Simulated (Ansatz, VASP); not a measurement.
Two plane-wave programs on C

```
CELL_PARAMETERS angstrom
0.00000 2.06295 3.56176
1.19108 0.00000 3.56176
1.19108 2.06295 0.00000
ATOMIC_POSITIONS crystal
C 0.16670 0.83330 0.16670
C 0.83330 0.16670 0.83330
```

Change from the starting cell: strain -0.030 along x and y, +0.000 along z, atoms carried along.

Alike in both runs: task single point; functional r2SCAN; k mesh 14 × 14 × 14; occupations gaussian, width 0.05 eV; no spin polarisation.

|  | VASP | Ansatz |
| --- | --- | --- |
| version | VASP 6.6.1 | Ansatz 0.2.0 |
| potentials or method | VASP PAW PBE potentials, release 64 (C), cutoff 520 eV | scalar-relativistic, plane waves, PAW |
| valence electrons in the cell | 8 | 8 |

Ansatz gave:

```
gap on the k mesh at the Fermi level (eV)                     : 0.77
least direct gap on the mesh (eV)                             : 0.89
pressure (GPa)                                                : 28.0
traceless stress, the component that is largest in VASP (GPa) : -28.16
rms of the force components (eV/Å)                            : 0.003
```

Task: What did VASP give for the same quantities?

Result: gap on the k mesh at the Fermi level (eV): 0.77; least direct gap on the mesh (eV): 0.89; pressure (GPa): 28.7; traceless stress, the component that is largest in VASP (GPa): -28.97; rms of the force components (eV/Å): 0.003.

VASP's potentials were made for PBE, not for r2SCAN. Atom by atom the forces differ by 0.000 eV/Å (rms over components). The functional is the same, so the differences come from potentials, cutoffs and numerics.
